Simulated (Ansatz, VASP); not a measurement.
## One calculation of ZnO5, two programs

```
Zn O
1.0
     3.13528    0.00000    0.00000
    -1.56764    2.71524    0.00000
     0.00000    0.00000   10.46171
Zn O
1 5
Direct
  0.00000 0.00000 0.00000
  0.66667 0.33333 0.10006
  0.00000 0.00000 0.38375
  0.66667 0.33333 0.50000
  0.00000 0.00000 0.61625
  0.66667 0.33333 0.89994
```

Change from the starting cell: species swapped into the Li5Mg type (P-6m2, No. 187).

Alike in both runs: functional PBE; k mesh 12 × 12 × 4; occupations gaussian, width 0.1 eV; collinear spin.

Ansatz relaxed the structure, and its values are those at the end. VASP's run is a single point on that final structure, the one shown.

|  | VASP | Ansatz |
| --- | --- | --- |
| version | VASP 6.6.1 | Ansatz 0.2.0 |
| potentials or method | VASP PAW PBE potentials, release 64 (Zn, O), cutoff 520 eV | scalar-relativistic, plane waves, PAW |
| valence electrons in the cell | 42 | 42 |

VASP gave:

| Property | Result |
| --- | --- |
| gap on the k mesh at the Fermi level (eV) | none |
| pressure (GPa) | 0.1 |
| rms of the force components (eV/Å) | 0.019 |
| net moment per atom (μB) | 1.33 |
| size of the moment on the site where the two differ most (μB) | 1.71 |

Which values does Ansatz return?

gap on the k mesh at the Fermi level (eV): none; pressure (GPa): 0.0; rms of the force components (eV/Å): 0.001; net moment per atom (μB): 1.33; size of the moment on the site where the two differ most (μB): 1.89.

Site moments also hang on the region over which each program counts them. A gap of «none» marks a metal or a gap that the smearing closes.
